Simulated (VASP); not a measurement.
Set up this calculation in VASP 6.6.1, as the native input.

```
Task                   : single point
Functional             : r2SCAN
Potentials or basis    : VASP PAW PBE potentials, release 64 (Ti_sv, O)
Cutoff                 : 520 eV
k mesh                 : 6 × 4 × 6
Occupations            : gaussian, width 0.02 eV
Spin                   : no spin polarisation
Hubbard terms          : Ti d U = 4.0 eV
Dipole correction      : no
Further INCAR settings : ALGO = Normal; EDIFF = 1e-06; NBANDS = 60
```

TiO2:

```
CELL_PARAMETERS angstrom
4.55637 0.00000 0.00000
0.00000 5.50918 0.00000
0.00000 0.00000 4.94716
ATOMIC_POSITIONS crystal
Ti 0.50000 0.66859 0.75000
Ti 0.00000 0.83141 0.25000
Ti 0.50000 0.33141 0.25000
Ti 0.00000 0.16859 0.75000
O 0.72759 0.61637 0.08095
O 0.22759 0.88363 0.91905
O 0.77241 0.88363 0.58095
O 0.27241 0.61637 0.41905
O 0.72759 0.38363 0.58095
O 0.22759 0.11637 0.41905
O 0.77241 0.11637 0.08095
O 0.27241 0.38363 0.91905
```

These files were run (other wordings do the same):

POSCAR

```
TiO2
1.0
    4.5563680543      0.0000000000      0.0000000000
    0.0000000000      5.5091832287      0.0000000000
    0.0000000000      0.0000000000      4.9471610105
Ti O
4 8
Direct
    0.5000000000      0.6685858267      0.7500000000
    0.0000000000      0.8314141733      0.2500000000
    0.5000000000      0.3314141733      0.2500000000
    0.0000000000      0.1685858267      0.7500000000
    0.7275911758      0.6163679025      0.0809487353
    0.2275911758      0.8836320975      0.9190512647
    0.7724088242      0.8836320975      0.5809487353
    0.2724088242      0.6163679025      0.4190512647
    0.7275911758      0.3836320975      0.5809487353
    0.2275911758      0.1163679025      0.4190512647
    0.7724088242      0.1163679025      0.0809487353
    0.2724088242      0.3836320975      0.9190512647
```

INCAR.step1

```
ALGO = Normal
EDIFF = 1E-4
ENCUT = 520
GGA = PE
ISMEAR = 0
KPAR = 4
LASPH = True
LCHARG = False
LDAU = True
LDAUJ = 0 0
LDAUL = 2 -1
LDAUTYPE = 2
LDAUU = 4 0
LMAXMIX = 4
LREAL = False
LWAVE = True
NBANDS = 60
NELM = 150
PREC = Accurate
SIGMA = 0.02
```

INCAR.step2

```
ALGO = Normal
EDIFF = 1E-6
ENCUT = 520
ISIF = 2
ISMEAR = 0
ISTART = 1
KPAR = 4
LASPH = True
LCHARG = False
LDAU = True
LDAUJ = 0 0
LDAUL = 2 -1
LDAUPRINT = 1
LDAUTYPE = 2
LDAUU = 4 0
LMAXMIX = 4
LMIXTAU = True
LREAL = False
LWAVE = False
METAGGA = R2SCAN
NBANDS = 60
NELM = 150
PREC = Accurate
SIGMA = 0.02
```

KPOINTS

```
k-points
0
Gamma
  6 4 6
```

Potentials or basis: VASP PAW PBE potentials, release 64 (Ti_sv, O).

Command:

```console
$ cat potpaw_PBE.64/Ti_sv/POTCAR potpaw_PBE.64/O/POTCAR > POTCAR
$ cp INCAR.step1 INCAR
$ mpirun -np 4 vasp_std > vasp.out
$ cp INCAR.step2 INCAR
$ mpirun -np 4 vasp_std > vasp.out
```

Results of the run:

| Quantity | Value |
| --- | --- |
| Pressure | 5.8 GPa |
| Largest force | 0.294 eV/Å |
| Band gap on the k mesh | 3.48 eV (least direct gap 3.54 eV) |

Caveat: the cell stands under pressure; the PAW data sets were made with another functional, which shifts forces and pressure a little.

Run time: 11 min on 4 MPI ranks on Oxide Virtual Turin-like Processor (shared host), peak memory 0.4 GiB a rank.
